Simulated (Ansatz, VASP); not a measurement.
# Two plane-wave programs on CdTe

```
CELL_PARAMETERS angstrom
0.00000 3.38147 3.38147
3.38147 0.00000 3.38147
3.38147 3.38147 0.00000
ATOMIC_POSITIONS crystal
Cd 0.00000 0.00000 0.00000
Te 0.25000 0.25000 0.25000
```

Alike in both runs: task single point; functional BLYP; k mesh 6 × 6 × 6; occupations gaussian, width 0.05 eV; no spin polarisation.

|  | VASP | Ansatz |
| --- | --- | --- |
| version | VASP 6.6.1 | Ansatz 0.2.0 |
| potentials or method | VASP PAW PBE potentials, release 64 (Cd, Te), cutoff 520 eV | scalar-relativistic, plane waves, PAW |
| valence electrons in the cell | 18 | 36 |

```tsv
	VASP	Ansatz	Ansatz less VASP
gap on the k mesh at the Fermi level (eV)	0.31	0.28	-0.032
least direct gap on the mesh (eV)	0.31	0.28	-0.032
pressure (GPa)	0.2	0.0	-0.18
```

VASP's potentials were made for PBE, not for BLYP. With one functional, cell and mesh, what is left measures potentials, basis and numerics. VASP's potentials hold 18 valence electrons a cell and Ansatz's 36, so a difference there can come from the potentials and not from the codes.

Spin-orbit coupling is off throughout.
